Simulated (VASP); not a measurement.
Write the native input for VASP 6.6.1 that does the following.

| Property | Result |
| --- | --- |
| Task | relaxation of the atoms |
| Functional | r2SCAN |
| Potentials or basis | VASP PAW PBE potentials, release 64 (Pb_d, S) |
| Cutoff | 520 eV |
| k mesh | 8 × 8 × 8 |
| Occupations | fermi-dirac, width 0.02 eV |
| Spin | no spin polarisation |
| Dipole correction | no |
| Further INCAR settings | ALGO = Normal; EDIFF = 1e-06; IBRION = 2; EDIFFG = -0.01; NSW = 50 |

PbS:

```
Pb S
1.0
     0.00000    2.96784    2.96784
     2.96784    0.00000    2.96784
     2.96784    2.96784    0.00000
Pb S
1 1
Direct
  0.00000 0.00000 0.00000
  0.50000 0.50000 0.50000
```

One way to write it, as run:

POSCAR

```
PbS
1.0
    0.0000000000      2.9678435700      2.9678435700
    2.9678435700      0.0000000000      2.9678435700
    2.9678435700      2.9678435700      0.0000000000
Pb S
1 1
Direct
    0.0000000000      0.0000000000      0.0000000000
    0.5000000000      0.5000000000      0.5000000000
```

INCAR.step1

```
PREC     = Accurate       # precision mode
ENCUT    = 520            # plane-wave cutoff, eV
ISMEAR   = -1             # smearing method
SIGMA    = 0.02           # smearing width, eV
LREAL    = False          # projectors in reciprocal space
LASPH    = True           # aspherical terms in the spheres
NELM     = 80             # most SCF steps
GGA      = PE             # functional
ALGO     = Normal         # electronic algorithm
EDIFF    = 1E-4           # SCF threshold, eV
LWAVE    = True           # write WAVECAR
LCHARG   = False          # write CHGCAR
```

INCAR.step2

```
PREC     = Accurate       # precision mode
ENCUT    = 520            # plane-wave cutoff, eV
EDIFF    = 1E-6           # SCF threshold, eV
ISMEAR   = -1             # smearing method
SIGMA    = 0.02           # smearing width, eV
LREAL    = False          # projectors in reciprocal space
LASPH    = True           # aspherical terms in the spheres
NELM     = 80             # most SCF steps
ALGO     = Normal         # electronic algorithm
ISIF     = 2              # what is computed and relaxed
LWAVE    = False          # write WAVECAR
LCHARG   = False          # write CHGCAR
METAGGA  = R2SCAN         # meta-GGA
LMIXTAU  = True         
IBRION   = 2              # ionic algorithm
NSW      = 50             # ionic steps
EDIFFG   = -0.01          # ionic threshold
ISTART   = 1
```

KPOINTS

```
Automatic mesh
0
Gamma
  8 8 8
```

Potentials or basis: VASP PAW PBE potentials, release 64 (Pb_d, S).

Launch:

```console
$ cat potpaw_PBE.64/Pb_d/POTCAR potpaw_PBE.64/S/POTCAR > POTCAR
$ cp INCAR.step1 INCAR
$ mpirun -np 1 vasp_std > vasp.out
$ cp INCAR.step2 INCAR
$ mpirun -np 1 vasp_std > vasp.out
```

Results of the run:

```json
{
  "Pressure after relaxing": "1.2 GPa",
  "Band gap on the k mesh": "0.63 eV"
}
```

Caveat: the relaxation stopped at its first step, so nothing moved; the PAW data sets were made with another functional, which shifts forces and pressure a little; spin-orbit coupling is left out, which moves the levels of the heavy elements.

Wall time 2.4 min on 1 thread of Oxide Virtual Turin-like Processor (shared host), peak memory 0.16 GiB.
